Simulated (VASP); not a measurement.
# BeRu (P-6m2) in VASP: a series of runs, part 2 of 3

VASP 6.6.1. Earlier steps stand in the parts before.

### Step 4. Single point, PBE (volume scaled by 0.98)

File INCAR:

```
SYSTEM = BeRu
PREC = Accurate
ENCUT = 520
EDIFF = 1E-6
ISMEAR = -1
SIGMA = 0.05
LREAL = .False.
LASPH = .True.
NELM = 80
ALGO = Normal
ISIF = 2
LWAVE = .False.
LCHARG = .False.
GGA = PE
NBANDS = 15
```

File KPOINTS:

```
regular mesh
0
Gamma
  12 12 7
  0 0 0
```

File POSCAR:

```
BeRu
1.0
    2.4825969673      0.0000000000      0.0000000000
   -1.2412984837      2.1499920361      0.0000000000
    0.0000000000      0.0000000000      3.7700440566
Be Ru
1 1
Direct
    0.0000000000      0.0000000000      0.5000000000
    0.6666666700      0.3333333300      0.0000000000
```

Potentials or basis: VASP PAW PBE potentials, release 64 (Be, Ru_pv).

Launch:

```sh
> cat potpaw_PBE.64/Be/POTCAR potpaw_PBE.64/Ru_pv/POTCAR > POTCAR
> mpirun -np 1 vasp_std > vasp.out
```

OUTCAR:

```text
SYSTEM = BeRu
   PREC = Accurate
   ENCUT = 520
   EDIFF = 1E-6
   ISMEAR = -1
   LREAL = .False.
   LASPH = .True.
   NELM = 80
   ISIF = 2
   GGA = PE

 ion  position               nearest neighbor table
   1  0.000  0.000  0.500-   2 2.37   2 2.37   2 2.37   2 2.37   2 2.37   2 2.37
   2  0.667  0.333  0.000-   1 2.37   1 2.37   1 2.37   1 2.37   1 2.37   1 2.37

  LATTYP: Found a hexagonal cell.
 ALAT       =     2.4825969673
 C/A-ratio  =     1.5185888432

  Lattice vectors:

 A1 = (   2.4825969673,   0.0000000000,   0.0000000000)
 A2 = (  -1.2412984837,   2.1499920361,   0.0000000000)
 A3 = (   0.0000000000,   0.0000000000,   3.7700440566)

Analysis of symmetry for initial positions (statically):
=====================================================================
 Subroutine PRICEL returns:
 Original cell was already a primitive cell.

 Routine SETGRP: Setting up the symmetry group for a
 hexagonal supercell.

 Subroutine GETGRP returns: Found 12 space group operations
 (whereof 12 operations were pure point group operations)
 out of a pool of 24 trial point group operations.

The static configuration has the point symmetry D_3h.

Analysis of symmetry for dynamics (positions and initial velocities):
=====================================================================
 Subroutine PRICEL returns:
 Original cell was already a primitive cell.

 Routine SETGRP: Setting up the symmetry group for a
 hexagonal supercell.

 Subroutine GETGRP returns: Found 12 space group operations
 (whereof 12 operations were pure point group operations)
 out of a pool of 24 trial point group operations.

The dynamic configuration has the point symmetry D_3h.

 Subroutine INISYM returns: Found 12 space group operations
 (whereof 12 operations are pure point group operations),
 and found     1 'primitive' translations

----------------------------------------------------------------------------------------

                                     Primitive cell

  volume of cell :      20.1229

  direct lattice vectors                    reciprocal lattice vectors
     2.482596967  0.000000000  0.000000000     0.402804005  0.232559001  0.000000000
    -1.241298484  2.149992036  0.000000000     0.000000000  0.465118002  0.000000000
     0.000000000  0.000000000  3.770044057     0.000000000  0.000000000  0.265248890

  length of vectors
     2.482596967  2.482596963  3.770044057     0.465118001  0.465118002  0.265248890

  position of ions in fractional coordinates (direct lattice)
     0.000000000  0.000000000  0.500000000
     0.666666670  0.333333330  0.000000000

  ion indices of the primitive-cell ions
   primitive index   ion index
                 1           1
                 2           2

----------------------------------------------------------------------------------------

 KPOINTS: regular mesh

Automatic generation of k-mesh.
 Grid dimensions read from file:
 generate k-points for:   12   12    7

 Generating k-lattice:

  Cartesian coordinates                     Fractional coordinates (reciprocal lattice)
[... 39 lines left out ...]
  0.250000 -0.000000  0.142857     12.000000
  0.333333 -0.000000  0.142857     12.000000
 [... further k-points ...]
   k-points           NKPTS =     76   k-points in BZ     NKDIM =     76   number of bands    NBANDS=     15
   number of dos      NEDOS =    301   number of ions     NIONS =      2
   total plane-waves  NPLWV =   9072
   dimension x,y,z NGX =    18 NGY =   18 NGZ =   28
   dimension x,y,z NGXF=    36 NGYF=   36 NGZF=   56
   ions per type =               1   1
   NGX,Y,Z   is equivalent  to a cutoff of  12.05, 12.05, 12.35 a.u.
   NGXF,Y,Z  is equivalent  to a cutoff of  24.11, 24.11, 24.69 a.u.
 SYSTEM =  BeRu
   PREC   = accura    normal or accurate (medium, high low for compatibility)
   ISTART =      0    job   : 0-new  1-cont  2-samecut
   ICHARG =      2    charge: 1-file 2-atom 10-const
   ISPIN  =      1    spin polarized calculation?
   LNONCOLLINEAR =      F non collinear calculations
   LSORBIT =      F    spin-orbit coupling
   LASPH  =      T    aspherical Exc in radial PAW
   ENCUT  =  520.0 eV  38.22 Ry    6.18 a.u.   4.62  4.62  7.01*2*pi/ulx,y,z
   NELM   =     80;   NELMIN=  2; NELMDL= -5     # of ELM steps
   EDIFF  = 0.1E-05   stopping-criterion for ELM
   LREAL  =      F    real-space projection
   EDIFFG = 0.1E-04   stopping-criterion for IOM
   NSW    =      0    number of steps for IOM
   IBRION =     -1    ionic relax: 0-MD 1-quasi-New 2-CG
   NFREE  =      0    steps in history (QN), initial steepest desc. (CG)
   ISIF   =      2    stress and relaxation
   ISYM   =      2    0-nonsym 1-usesym 2-fastsym
   POTIM  = 0.5000    time-step for ionic-motion
   TEBEG  =    0.0;   TEEND  =   0.0 temperature during run
   PSTRESS=    0.0 pullay stress
   NELECT =      16.0000    total number of electrons
   NUPDOWN=      -1.0000    fix difference up-down
   EMIN   =  10.00;   EMAX   =-10.00  energy-range for DOS
   EFERMI =   0.00;   METHOD = LEGACY
   ISMEAR =    -1;   SIGMA  =   0.05  broadening in eV -4-tet -1-fermi 0-gaus
   EFERMI_NEDOS =   21; number of points for ismear=-14 and -15
   IALGO  =     38    algorithm
   IMIX   =      4    mixing-type and parameters
     AMIX     =   0.40;   BMIX     =  1.00
     AMIX_MAG =   1.60;   BMIX_MAG =  1.00
  volume/ion in A,a.u.               =      10.06        67.90
  Fermi-wavevector in a.u.,A,eV,Ry     =   1.516649  2.866050 31.296437  2.300223
  Thomas-Fermi vector in A             =   2.626010
   LORBIT       =      0    0 simple, 1 ext, 2 COOP (PROOUT), +10 PAW based schemes
   GGA     = PE    functional components
   LHFCALC =     F    Hartree Fock is set to
   AEXX    =    0.0000 exact exchange contribution
   IVDW    =     0    specifies the selected vdW correction
   LEPSILON=     F    determine dielectric tensor
   LRPA    =     F    only Hartree local field effects (RPA)
 non-spin polarized calculation
  energy-cutoff  :      520.00
  volume of cell :       20.12
 maximum number of plane-waves:       561
   NGX =  9   NGY =  9   NGZ = 15

 number of electron      16.0000003 magnetization

 Free energy of the ion-electron system (eV)
  ---------------------------------------------------
  ext. energy  EPLUGINS =         0.00000000
  ---------------------------------------------------
  free energy    TOTEN  =       -12.55202361 eV

  energy without entropy =      -12.53700086  energy(sigma->0) =      -12.54451224

 E-fermi :  11.3415     XC(G=0): -13.0960

 val. band max:       11.3187416323   @ k =   0.2500  -0.0000   0.2857
 cond. band min:      11.3434229688   @ k =   0.2500  -0.0000   0.4286
 fundamental gap:      0.0246813365
 Fermi energy:        11.3414705396

 k-point     1 :       0.0000    0.0000    0.0000
  band No.  band energies     occupation
      1     -31.4761      2.00000
      2     -30.6518      2.00000
      3     -30.6518      2.00000
      4       1.9748      2.00000
      5       5.6051      2.00000
      6       8.9433      2.00000
      7       8.9433      2.00000
      8      10.7220      1.99999
      9      12.3680      0.00000
     10      12.3680      0.00000
     11      20.6482      0.00000
     12      22.2487      0.00000
     13      25.6867      0.00000
     14      25.6867      0.00000
[... 401 lines left out ...]
      2     -31.2725      2.00000
      3     -30.9446      2.00000
      4       4.6329      2.00000
      5       5.8838      2.00000
      6       6.9263      2.00000
      7      10.1677      2.00000
      8      11.3579      0.83722
      9      12.7967      0.00000
     10      15.5905      0.00000
     11      18.4710      0.00000
     12      21.9050      0.00000
     13      22.2465      0.00000
     14      22.4846      0.00000
     15      26.9750      0.00000

 [... further k-points ...]

------------------------ aborting loop because EDIFF is reached ----------------------------------------

  FORCE on cell =-STRESS in cart. coord.  units (eV):
  Direction    XX          YY          ZZ          XY          YZ          ZX
  --------------------------------------------------------------------------------------
  -------------------------------------------------------------------------------------
  Total        7.4548354      7.4548354      1.8560316     -0.0000000     -0.0000000      0.0000000
  in kB      593.5525096    593.5525069    147.7768631     -0.0000000     -0.0000000      0.0000000
  external PRESSURE =     444.9606265 kB  Pullay stress =       0.0000000 kB

 VOLUME and BASIS-vectors are now :
 -----------------------------------------------------------------------------
  energy-cutoff  :      520.00
  volume of cell :       20.12
      direct lattice vectors                 reciprocal lattice vectors
     2.482596967  0.000000000  0.000000000     0.402804005  0.232559001  0.000000000
    -1.241298484  2.149992036  0.000000000     0.000000000  0.465118002  0.000000000
     0.000000000  0.000000000  3.770044057     0.000000000  0.000000000  0.265248890

 POSITION                                       TOTAL-FORCE (eV/Angst)
 -----------------------------------------------------------------------------------
      0.00000      0.00000      1.88502        -0.000000      0.000000      0.000000
      1.24130      0.71666      0.00000         0.000000     -0.000000      0.000000
 -----------------------------------------------------------------------------------
    total drift:                               -0.000010      0.000006      0.000000

  FREE ENERGIE OF THE ION-ELECTRON SYSTEM (eV)
  ---------------------------------------------------
  free  energy   TOTEN  =       -12.5520236104 eV

  energy  without entropy=      -12.5370008630  energy(sigma->0) =      -12.54451224
```

OSZICAR:

```text
N       E                     dE             d eps       ncg     rms          rms(c)
DAV:   1     0.116356664265E+03    0.11636E+03   -0.95315E+03  2280   0.111E+03
DAV:   2    -0.119582184375E+02   -0.12831E+03   -0.12268E+03  2637   0.321E+02
DAV:   3    -0.137173526150E+02   -0.17591E+01   -0.17515E+01  3078   0.399E+01
DAV:   4    -0.137256710216E+02   -0.83184E-02   -0.83159E-02  2494   0.307E+00
DAV:   5    -0.137257177834E+02   -0.46762E-04   -0.46761E-04  2644   0.219E-01    0.192E+01
DAV:   6    -0.127680095390E+02    0.95771E+00   -0.25667E+00  2560   0.217E+01    0.410E+00
DAV:   7    -0.125829952343E+02    0.18501E+00   -0.38216E-01  2462   0.733E+00    0.395E+00
DAV:   8    -0.125526369643E+02    0.30358E-01   -0.41543E-02  2574   0.235E+00    0.384E-01
DAV:   9    -0.125521217859E+02    0.51518E-03   -0.92459E-04  2658   0.316E-01    0.148E-01
DAV:  10    -0.125520270188E+02    0.94767E-04   -0.29494E-04  2679   0.187E-01    0.271E-02
DAV:  11    -0.125520228044E+02    0.42144E-05   -0.10629E-05  2518   0.331E-02    0.935E-03
DAV:  12    -0.125520240341E+02   -0.12297E-05   -0.12395E-06  1839   0.125E-02    0.198E-03
DAV:  13    -0.125520236104E+02    0.42367E-06   -0.12990E-07  1161   0.442E-03
   1 F= -.12552024E+02 E0= -.12544512E+02  d E =-.150227E-01
```

Run time: 8.7 s. Hardware: 1 thread of Intel Xeon 6975P-C (Granite Rapids), shared host; peak memory 0.14 GiB.

Results:

* Free energy: -12.5520 eV
* Pressure: 44.5 GPa
* Band gap on the k mesh: zero (band 8 reaches 11.55 eV, above the bottom of band 9 at 11.11 eV)

Caveat: the cell differs from its parent crystal (volume scaled by 0.98).

### Step 5. Single point, PBE

This run uses another cell than the first one, of 10.27 Å³/atom, 1.064 times its volume.

File INCAR:

```
SYSTEM = BeRu
ALGO = Normal
EDIFF = 1E-6
ENCUT = 520
GGA = PE
ISIF = 2
ISMEAR = -1
LASPH = .True.
LCHARG = .False.
LREAL = .False.
LWAVE = .False.
NBANDS = 15
NELM = 60
PREC = Accurate
SIGMA = 0.05
```

File KPOINTS:

```
k-points
0
Gamma
  12 12 7
  0 0 0
```

File POSCAR:

```
BeRu
1.0
    2.4993717800      0.0000000000      0.0000000000
   -1.2496858900      2.1645194500      0.0000000000
    0.0000000000      0.0000000000      3.7955181000
Be Ru
1 1
Direct
    0.0000000000      0.0000000000      0.5000000000
    0.6666666700      0.3333333300      0.0000000000
```

Potentials or basis: VASP PAW PBE potentials, release 64 (Be, Ru_pv).

Launch:

```sh
> cat potpaw_PBE.64/Be/POTCAR potpaw_PBE.64/Ru_pv/POTCAR > POTCAR
> mpirun -np 1 vasp_std > vasp.out
```

OUTCAR:

```text
SYSTEM = BeRu
   EDIFF = 1E-6
   ENCUT = 520
   GGA = PE
   ISIF = 2
   ISMEAR = -1
   LASPH = .True.
   LREAL = .False.
   NELM = 60
   PREC = Accurate

 ion  position               nearest neighbor table
   1  0.000  0.000  0.500-   2 2.38   2 2.38   2 2.38   2 2.38   2 2.38   2 2.38
   2  0.667  0.333  0.000-   1 2.38   1 2.38   1 2.38   1 2.38   1 2.38   1 2.38

  LATTYP: Found a hexagonal cell.
 ALAT       =     2.4993717800
 C/A-ratio  =     1.5185888432

  Lattice vectors:

 A1 = (   2.4993717800,   0.0000000000,   0.0000000000)
 A2 = (  -1.2496858900,   2.1645194500,   0.0000000000)
 A3 = (   0.0000000000,   0.0000000000,   3.7955181000)

Analysis of symmetry for initial positions (statically):
=====================================================================
 Subroutine PRICEL returns:
 Original cell was already a primitive cell.

 Routine SETGRP: Setting up the symmetry group for a
 hexagonal supercell.

 Subroutine GETGRP returns: Found 12 space group operations
 (whereof 12 operations were pure point group operations)
 out of a pool of 24 trial point group operations.

The static configuration has the point symmetry D_3h.

Analysis of symmetry for dynamics (positions and initial velocities):
=====================================================================
 Subroutine PRICEL returns:
 Original cell was already a primitive cell.

 Routine SETGRP: Setting up the symmetry group for a
 hexagonal supercell.

 Subroutine GETGRP returns: Found 12 space group operations
 (whereof 12 operations were pure point group operations)
 out of a pool of 24 trial point group operations.

The dynamic configuration has the point symmetry D_3h.

 Subroutine INISYM returns: Found 12 space group operations
 (whereof 12 operations are pure point group operations),
 and found     1 'primitive' translations

----------------------------------------------------------------------------------------

                                     Primitive cell
[... 120 lines left out ...]
   LEPSILON=     F    determine dielectric tensor
   LRPA    =     F    only Hartree local field effects (RPA)
 non-spin polarized calculation
  energy-cutoff  :      520.00
  volume of cell :       20.53
 maximum number of plane-waves:       567
 NGX is ok and might be reduce to    20
   NGX =  9   NGY =  9   NGZ = 15

 number of electron      16.0000003 magnetization

 Free energy of the ion-electron system (eV)
  ---------------------------------------------------
  ext. energy  EPLUGINS =         0.00000000
  ---------------------------------------------------
  free energy    TOTEN  =       -12.65633066 eV

  energy without entropy =      -12.64109661  energy(sigma->0) =      -12.64871363

 E-fermi :  11.0348     XC(G=0): -12.9907

 val. band max:       11.0158472833   @ k =   0.2500   0.0000   0.2857
 cond. band min:      11.0393825463   @ k =   0.2500   0.0000   0.4286
 fundamental gap:      0.0235352630
 Fermi energy:        11.0347990446

 k-point     1 :       0.0000    0.0000    0.0000
  band No.  band energies     occupation
      1     -31.7400      2.00000
      2     -30.9699      2.00000
      3     -30.9699      2.00000
      4       1.7860      2.00000
      5       5.4300      2.00000
      6       8.7073      2.00000
      7       8.7073      2.00000
      8      10.4306      1.99999
      9      12.0266      0.00000
     10      12.0266      0.00000
     11      20.1328      0.00000
     12      21.9519      0.00000
     13      25.1942      0.00000
     14      25.1942      0.00000
[... 401 lines left out ...]
      2     -31.5501      2.00000
      3     -31.2454      2.00000
      4       4.4449      2.00000
      5       5.7191      2.00000
      6       6.7389      2.00000
      7       9.8638      2.00000
      8      11.0505      0.84401
      9      12.4499      0.00000
     10      15.2182      0.00000
     11      18.0533      0.00000
     12      21.4780      0.00000
     13      21.9426      0.00000
     14      21.9963      0.00000
     15      26.4796      0.00000

 [... further k-points ...]

------------------------ aborting loop because EDIFF is reached ----------------------------------------

  FORCE on cell =-STRESS in cart. coord.  units (eV):
  Direction    XX          YY          ZZ          XY          YZ          ZX
  --------------------------------------------------------------------------------------
  -------------------------------------------------------------------------------------
  Total        6.4684748      6.4684748      1.2269534      0.0000000     -0.0000000      0.0000000
  in kB      504.7182996    504.7182973     95.7359916      0.0000000     -0.0000000      0.0000000
  external PRESSURE =     368.3908628 kB  Pullay stress =       0.0000000 kB

 VOLUME and BASIS-vectors are now :
 -----------------------------------------------------------------------------
  energy-cutoff  :      520.00
  volume of cell :       20.53
      direct lattice vectors                 reciprocal lattice vectors
     2.499371780  0.000000000  0.000000000     0.400100540  0.230998155  0.000000000
    -1.249685890  2.164519450  0.000000000     0.000000000  0.461996311  0.000000000
     0.000000000  0.000000000  3.795518100     0.000000000  0.000000000  0.263468642

 POSITION                                       TOTAL-FORCE (eV/Angst)
 -----------------------------------------------------------------------------------
      0.00000      0.00000      1.89776        -0.000000      0.000000      0.000000
      1.24969      0.72151      0.00000         0.000000      0.000000      0.000000
 -----------------------------------------------------------------------------------
    total drift:                               -0.000010      0.000006      0.000000

  FREE ENERGIE OF THE ION-ELECTRON SYSTEM (eV)
  ---------------------------------------------------
  free  energy   TOTEN  =       -12.6563306592 eV

  energy  without entropy=      -12.6410966102  energy(sigma->0) =      -12.64871363
```

stdout:

```text
POSCAR found type information on POSCAR BeRu
 POSCAR found :  2 types and       2 ions
 scaLAPACK will be used
 LDA part: xc-table for (Slater+PW92), standard interpolation
 POSCAR, INCAR and KPOINTS ok, starting setup
 FFT: planning ... GRIDC
 FFT: planning ... GRID_SOFT
 FFT: planning ... GRID
 WAVECAR not read
 entering main loop
```

It took 9.3 s on 1 thread of Intel Xeon 6975P-C (Granite Rapids), shared host; peak memory 0.14 GiB.

Results:

```
Free energy            : -12.6563 eV
Pressure               : 36.8 GPa
Band gap on the k mesh : zero (band 8 reaches 11.23 eV, above the bottom of band 9 at 10.81 eV)
```

Stress tensor (GPa, compression positive):
```
50.47  0.00  0.00
 0.00 50.47  0.00
 0.00  0.00  9.57
```

[end of part 2 of 3]
